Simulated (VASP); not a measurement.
# Al (P3m1) in VASP: a series of runs, part 3 of 3

VASP 6.6.1.

### 4 Single point, PBEsol (atom 1 (Al) moved +0.500 Å along Cartesian [0 0 1])

INCAR

```
SYSTEM = Al
  ALGO = Fast
  EDIFF = 1E-6
  ENCUT = 520
  GGA = PS
  ISIF = 2
  ISMEAR = 0
  LASPH = .True.
  LCHARG = .False.
  LREAL = .False.
  LWAVE = .False.
  NBANDS = 14
  NELM = 80
  PREC = Accurate
  SIGMA = 0.15
```

KPOINTS

```
k-points
0
Gamma
  18 18 6
  0 0 0
```

POSCAR

```
Al
1.0
    2.8362844918      0.0000000000      0.0000000000
   -1.4181422459      2.4562944222      0.0000000000
    0.0000000000      0.0000000000      9.3221494563
Al
4
Direct
    0.0000000000      0.0000000000      0.0536356988
    0.3333333333      0.6666666667      0.2500000000
    0.0000000000      0.0000000000      0.5000000000
    0.6666666667      0.3333333333      0.7500000000
```

Potentials or basis: VASP PAW PBE potentials, release 64 (Al).

Launch:

```
cat potpaw_PBE.64/Al/POTCAR > POTCAR
mpirun -np 1 vasp_std > vasp.out
```

OUTCAR:

```text
SYSTEM = Al
   EDIFF = 1E-6
   ENCUT = 520
   GGA = PS
   ISIF = 2
   ISMEAR = 0
   LASPH = .True.
   LREAL = .False.
   NELM = 80
   PREC = Accurate

 ion  position               nearest neighbor table
   1  0.000  0.000  0.054-   2 2.46   2 2.46   2 2.46   4 3.27   4 3.27   4 3.27
   2  0.333  0.667  0.250-   1 2.46   1 2.46   1 2.46   3 2.85   3 2.85   3 2.85
   3  0.000  0.000  0.500-   2 2.85   4 2.85   2 2.85   4 2.85   4 2.85   2 2.85
   4  0.667  0.333  0.750-   3 2.85   3 2.85   3 2.85   1 3.27   1 3.27   1 3.27

  LATTYP: Found a hexagonal cell.
 ALAT       =     2.8362844918
 C/A-ratio  =     3.2867469689

  Lattice vectors:

 A1 = (   2.8362844918,   0.0000000000,   0.0000000000)
 A2 = (  -1.4181422459,   2.4562944222,   0.0000000000)
 A3 = (   0.0000000000,   0.0000000000,   9.3221494563)

Analysis of symmetry for initial positions (statically):
=====================================================================
 Subroutine PRICEL returns:
 Original cell was already a primitive cell.

 Routine SETGRP: Setting up the symmetry group for a
 hexagonal supercell.

 Subroutine GETGRP returns: Found  6 space group operations
 (whereof  6 operations were pure point group operations)
 out of a pool of 24 trial point group operations.

The static configuration has the point symmetry C_3v.

Analysis of symmetry for dynamics (positions and initial velocities):
=====================================================================
 Subroutine PRICEL returns:
 Original cell was already a primitive cell.

 Routine SETGRP: Setting up the symmetry group for a
 hexagonal supercell.

 Subroutine GETGRP returns: Found  6 space group operations
 (whereof  6 operations were pure point group operations)
 out of a pool of 24 trial point group operations.

The dynamic configuration has the point symmetry C_3v.

 Subroutine INISYM returns: Found  6 space group operations
 (whereof  6 operations are pure point group operations),
 and found     1 'primitive' translations

----------------------------------------------------------------------------------------

                                     Primitive cell

  volume of cell :      64.9451

  direct lattice vectors                    reciprocal lattice vectors
     2.836284492  0.000000000  0.000000000     0.352573941  0.203558660  0.000000000
    -1.418142246  2.456294422  0.000000000     0.000000000  0.407117319  0.000000000
     0.000000000  0.000000000  9.322149456     0.000000000  0.000000000  0.107271398

  length of vectors
     2.836284492  2.836284492  9.322149456     0.407117319  0.407117319  0.107271398

  position of ions in fractional coordinates (direct lattice)
     0.000000000  0.000000000  0.053635699
     0.333333333  0.666666667  0.250000000
     0.000000000  0.000000000  0.500000000
     0.666666667  0.333333333  0.750000000

  ion indices of the primitive-cell ions
   primitive index   ion index
                 1           1
                 2           2
                 3           3
                 4           4

----------------------------------------------------------------------------------------

 KPOINTS: k-points
[... 52 lines left out ...]
   total plane-waves  NPLWV =  40320
   dimension x,y,z NGX =    24 NGY =   24 NGZ =   70
   dimension x,y,z NGXF=    48 NGYF=   48 NGZF=  140
   ions per type =               4
   NGX,Y,Z   is equivalent  to a cutoff of  14.07, 14.07, 12.48 a.u.
   NGXF,Y,Z  is equivalent  to a cutoff of  28.13, 28.13, 24.97 a.u.
 SYSTEM =  Al
   PREC   = accura    normal or accurate (medium, high low for compatibility)
   ISTART =      0    job   : 0-new  1-cont  2-samecut
   ICHARG =      2    charge: 1-file 2-atom 10-const
   ISPIN  =      1    spin polarized calculation?
   LNONCOLLINEAR =      F non collinear calculations
   LSORBIT =      F    spin-orbit coupling
   LASPH  =      T    aspherical Exc in radial PAW
   ENCUT  =  520.0 eV  38.22 Ry    6.18 a.u.   5.27  5.27 17.33*2*pi/ulx,y,z
   NELM   =     80;   NELMIN=  2; NELMDL= -5     # of ELM steps
   EDIFF  = 0.1E-05   stopping-criterion for ELM
   LREAL  =      F    real-space projection
   EDIFFG = 0.1E-04   stopping-criterion for IOM
   NSW    =      0    number of steps for IOM
   IBRION =     -1    ionic relax: 0-MD 1-quasi-New 2-CG
   NFREE  =      0    steps in history (QN), initial steepest desc. (CG)
   ISIF   =      2    stress and relaxation
   ISYM   =      2    0-nonsym 1-usesym 2-fastsym
   POTIM  = 0.5000    time-step for ionic-motion
   TEBEG  =    0.0;   TEEND  =   0.0 temperature during run
   PSTRESS=    0.0 pullay stress
   NELECT =      12.0000    total number of electrons
   NUPDOWN=      -1.0000    fix difference up-down
   EMIN   =  10.00;   EMAX   =-10.00  energy-range for DOS
   EFERMI =   0.00;   METHOD = LEGACY
   ISMEAR =     0;   SIGMA  =   0.15  broadening in eV -4-tet -1-fermi 0-gaus
   EFERMI_NEDOS =   21; number of points for ismear=-14 and -15
   IALGO  =     68    algorithm
   IMIX   =      4    mixing-type and parameters
     AMIX     =   0.40;   BMIX     =  1.00
     AMIX_MAG =   1.60;   BMIX_MAG =  1.00
  volume/ion in A,a.u.               =      16.24       109.57
  Fermi-wavevector in a.u.,A,eV,Ry     =   0.932438  1.762052 11.829450  0.869440
  Thomas-Fermi vector in A             =   2.059035
   LORBIT       =      0    0 simple, 1 ext, 2 COOP (PROOUT), +10 PAW based schemes
   GGA     = PS    functional components
   LHFCALC =     F    Hartree Fock is set to
   AEXX    =    0.0000 exact exchange contribution
   IVDW    =     0    specifies the selected vdW correction
   LEPSILON=     F    determine dielectric tensor
   LRPA    =     F    only Hartree local field effects (RPA)
 non-spin polarized calculation
 RMM-DIIS sequential band-by-band and
 Gauss-broadening in eV      SIGMA  =   0.15
  energy-cutoff  :      520.00
  volume of cell :       64.95
 maximum number of plane-waves:      1772
 NGX is ok and might be reduce to    24
   NGX = 11   NGY = 11   NGZ = 35

 number of electron      12.0000000 magnetization

 Free energy of the ion-electron system (eV)
  ---------------------------------------------------
  ext. energy  EPLUGINS =         0.00000000
  ---------------------------------------------------
  free energy    TOTEN  =       -15.59124853 eV

  energy without entropy =      -15.57535382  energy(sigma->0) =      -15.58330118

 E-fermi :   8.0553     XC(G=0): -10.2769

 val. band max:        8.0446275868   @ k =  -0.0556   0.4444   0.3333
 cond. band min:       8.0598970626   @ k =   0.3889   0.0556   0.3333
 fundamental gap:      0.0152694758
 Fermi energy:         8.0552836224

 k-point     1 :       0.0000    0.0000    0.0000
  band No.  band energies     occupation
      1      -3.5553      2.00000
      2      -1.9780      2.00000
      3      -0.8021      2.00000
      4       3.5757      2.00000
      5       3.6554      2.00000
      6      11.2142      0.00000
      7      11.7395      0.00000
      8      18.0267      0.00000
      9      18.0267      0.00000
     10      18.5858      0.00000
     11      18.5858      0.00000
     12      19.8388      0.00000
     13      19.8416      0.00000
     14      19.8571      0.00000
[... 377 lines left out ...]
      1       1.3801      2.00000
      2       2.9260      2.00000
      3       3.8457      2.00000
      4       4.1664      2.00000
      5       5.5747      2.00000
      6       6.7218      2.00000
      7       8.3605      0.00400
      8       8.4765      0.00007
      9      10.1289      0.00000
     10      10.8901      0.00000
     11      11.4237      0.00000
     12      12.0366      0.00000
     13      13.2604      0.00000
     14      15.7717      0.00000

 [... further k-points ...]

------------------------ aborting loop because EDIFF is reached ----------------------------------------

  FORCE on cell =-STRESS in cart. coord.  units (eV):
  Direction    XX          YY          ZZ          XY          YZ          ZX
  --------------------------------------------------------------------------------------
  -------------------------------------------------------------------------------------
  Total        1.6276242      1.6276242      3.6225327      0.0000000      0.0000000      0.0000000
  in kB       40.1530422     40.1530422     89.3668851      0.0000000      0.0000000      0.0000000
  external PRESSURE =      56.5576565 kB  Pullay stress =       0.0000000 kB

 VOLUME and BASIS-vectors are now :
 -----------------------------------------------------------------------------
  energy-cutoff  :      520.00
  volume of cell :       64.95
      direct lattice vectors                 reciprocal lattice vectors
     2.836284492  0.000000000  0.000000000     0.352573941  0.203558660  0.000000000
    -1.418142246  2.456294422  0.000000000     0.000000000  0.407117319  0.000000000
     0.000000000  0.000000000  9.322149456     0.000000000  0.000000000  0.107271398

 POSITION                                       TOTAL-FORCE (eV/Angst)
 -----------------------------------------------------------------------------------
      0.00000      0.00000      0.50000         0.000000     -0.000000     -3.358103
     -0.00000      1.63753      2.33054        -0.000000      0.000000      2.783373
      0.00000      0.00000      4.66107        -0.000000      0.000000     -0.005846
      1.41814      0.81876      6.99161         0.000000      0.000000      0.580576
 -----------------------------------------------------------------------------------
    total drift:                               -0.000000      0.000000      0.000068

  FREE ENERGIE OF THE ION-ELECTRON SYSTEM (eV)
  ---------------------------------------------------
  free  energy   TOTEN  =       -15.5912485279 eV

  energy  without entropy=      -15.5753538242  energy(sigma->0) =      -15.58330118
```

OSZICAR:

```text
N       E                     dE             d eps       ncg     rms          rms(c)
DAV:   1     0.658988786771E+01    0.65899E+01   -0.42165E+03  5656   0.672E+02
DAV:   2    -0.152688532917E+02   -0.21859E+02   -0.20190E+02  7370   0.914E+01
DAV:   3    -0.160251640211E+02   -0.75631E+00   -0.74797E+00  7628   0.142E+01
DAV:   4    -0.160312914220E+02   -0.61274E-02   -0.61265E-02  6728   0.158E+00
DAV:   5    -0.160313791890E+02   -0.87767E-04   -0.87767E-04  7708   0.193E-01    0.345E+00
RMM:   6    -0.156682206680E+02    0.36316E+00   -0.20602E-01  5943   0.129E+00    0.181E+00
RMM:   7    -0.156146533636E+02    0.53567E-01   -0.24276E-02  6090   0.632E-01    0.107E+00
RMM:   8    -0.155934269761E+02    0.21226E-01   -0.13410E-02  6515   0.487E-01    0.225E-01
RMM:   9    -0.155913960790E+02    0.20309E-02   -0.18349E-03  6605   0.240E-01    0.119E-01
RMM:  10    -0.155912953011E+02    0.10078E-03   -0.30238E-04  6789   0.115E-01    0.117E-01
RMM:  11    -0.155912767325E+02    0.18569E-04   -0.79089E-05  6533   0.487E-02    0.116E-01
RMM:  12    -0.155912479911E+02    0.28741E-04   -0.50070E-05  6541   0.330E-02    0.242E-02
RMM:  13    -0.155912485279E+02   -0.53678E-06   -0.72663E-06  6838   0.169E-02
   1 F= -.15591249E+02 E0= -.15583301E+02  d E =-.158947E-01
```

stdout:

```text
POSCAR found type information on POSCAR Al
 POSCAR found :  1 types and       4 ions
 scaLAPACK will be used
 -----------------------------------------------------------------------------
|                                                                             |
|                                                                             |
|     You enforced a specific xc type in the INCAR file but a different       |
|     I HOPE YOU KNOW WHAT YOU ARE DOING!                                     |
|                                                                             |
 -----------------------------------------------------------------------------

 LDA part: xc-table for (Slater+PW92), standard interpolation
 POSCAR, INCAR and KPOINTS ok, starting setup
 FFT: planning ... GRIDC
 FFT: planning ... GRID_SOFT
 FFT: planning ... GRID
 WAVECAR not read
 entering main loop
```

Wall time 2.2 min (1 thread of Intel Xeon 6975P-C (Granite Rapids), shared host); peak memory 0.27 GiB.

What came out:

```yaml
Free_energy: -15.5912 eV
Pressure: 5.7 GPa
Largest_force: 3.358 eV/Å
Band_gap_on_the_k_mesh: zero (bands 6 and 7 overlap by 4.95 eV)
```

Forces on the atoms (eV/Å):
```
Al   0.000  0.000 -3.358
Al   0.000  0.000  2.783
Al   0.000  0.000 -0.006
Al   0.000  0.000  0.581
```

Levels at points of the mesh, in eV from the Fermi level:
```tsv
k point	band 2	band 3	band 4	band 5	band 6	band 7	band 8	band 9	band 10	band 11
(0.00, 0.00, 0.00)	-10.03	-8.86	-4.48	-4.40	3.16	3.68	9.97	9.97	10.53	10.53
(0.50, 0.00, 0.00)	-5.58	-4.22	-4.12	-2.94	-2.72	1.07	1.26	1.53	1.63	5.12
(0.00, 0.00, 0.50)	-10.47	-7.69	-6.86	-1.15	-0.58	8.11	8.35	9.99	9.99	10.58
(0.50, 0.00, 0.50)	-5.50	-4.56	-4.48	-2.09	-1.44	-1.21	-0.64	4.21	4.61	4.75
```

Caveat: the cell differs from its parent crystal (atom 1 (Al) moved +0.500 Å along Cartesian [0 0 1]); the cell stands under pressure; the PAW data sets were made with another functional, which shifts forces and pressure a little.

### 5 Single point, PBEsol (atom 1 (Al) moved +0.300 Å along Cartesian [0 0 1])

INCAR

```
SYSTEM = Al
ALGO = Fast
EDIFF = 1E-6
ENCUT = 520
GGA = PS
ISIF = 2
ISMEAR = 0
LASPH = .TRUE.
LCHARG = .FALSE.
LREAL = .FALSE.
LWAVE = .FALSE.
NBANDS = 14
NELM = 100
PREC = Accurate
SIGMA = 0.15
```

KPOINTS

```
k-points
0
G
  18 18 6
  0 0 0
```

Edit POSCAR of step 4 so:

```diff
@@ -8,3 +8,3 @@
 Direct
-    0.0000000000      0.0000000000      0.0536356988
+    0.0000000000      0.0000000000      0.0321814193
     0.3333333333      0.6666666667      0.2500000000
```

Launch:

```
cat potpaw_PBE.64/Al/POTCAR > POTCAR
mpirun -np 1 vasp_std > vasp.out
```

Run time: 2.8 min. Hardware: 1 thread of Intel Xeon 6975P-C (Granite Rapids), shared host; peak memory 0.28 GiB.

The run converged. Its results:

* Free energy: -16.0861 eV
* Pressure: 2.0 GPa
* Largest force: 1.695 eV/Å
* Band gap on the k mesh: zero (bands 6 and 7 overlap by 5.20 eV)

Forces on the atoms (eV/Å):
```
Al   0.000  0.000 -1.695
Al   0.000  0.000  1.237
Al   0.000  0.000 -0.007
Al   0.000  0.000  0.465
```

Stress tensor (GPa, compression positive):
```
1.37 0.00 0.00
0.00 1.37 0.00
0.00 0.00 3.33
```

Levels at points of the mesh, in eV from the Fermi level:
```tsv
k point	band 2	band 3	band 4	band 5	band 6	band 7	band 8	band 9	band 10	band 11
(0.00, 0.00, 0.00)	-9.89	-9.13	-4.59	-4.47	3.20	3.56	10.52	10.52	10.88	10.88
(0.50, 0.00, 0.00)	-5.34	-4.08	-4.04	-3.14	-3.00	0.91	1.25	1.42	1.59	5.51
(0.00, 0.00, 0.50)	-10.57	-7.64	-7.14	-1.11	-0.74	8.17	8.28	10.58	10.58	11.02
(0.50, 0.00, 0.50)	-5.17	-4.64	-4.59	-2.05	-1.53	-1.39	-0.91	4.33	4.62	4.76
```

Caveat: the cell differs from its parent crystal (atom 1 (Al) moved +0.300 Å along Cartesian [0 0 1]); the PAW data sets were made with another functional, which shifts forces and pressure a little.

### 6 Summary

```csv
cell,further INCAR settings,gap on the mesh (eV),pressure (GPa),largest force (eV/Å)
"as given, atomic positions A",ALGO = Fast; EDIFF = 1e-07; NBANDS = 14,none,8.2,4.44
"as given, atomic positions B",ALGO = Fast; EDIFF = 1e-06; NBANDS = 14,none,3.6,2.45
"as given, atomic positions C",ALGO = Fast; EDIFF = 1e-06; NBANDS = 14,none,5.7,3.36
"as given, atomic positions D",ALGO = Fast; EDIFF = 1e-06; NBANDS = 14,none,2.0,1.69
```

Alike in all rows: task single point; level PBEsol; potentials or basis VASP PAW PBE potentials, release 64 (Al); no spin polarisation; k mesh 18 × 18 × 6; cutoff (eV) 520; smearing gaussian 0.15 eV.

Caveats: the PAW data sets were made with another functional, which shifts forces and pressure a little; the cell stands under pressure (at least some runs).

Absolute energies hang on the potentials; compare differences alone.
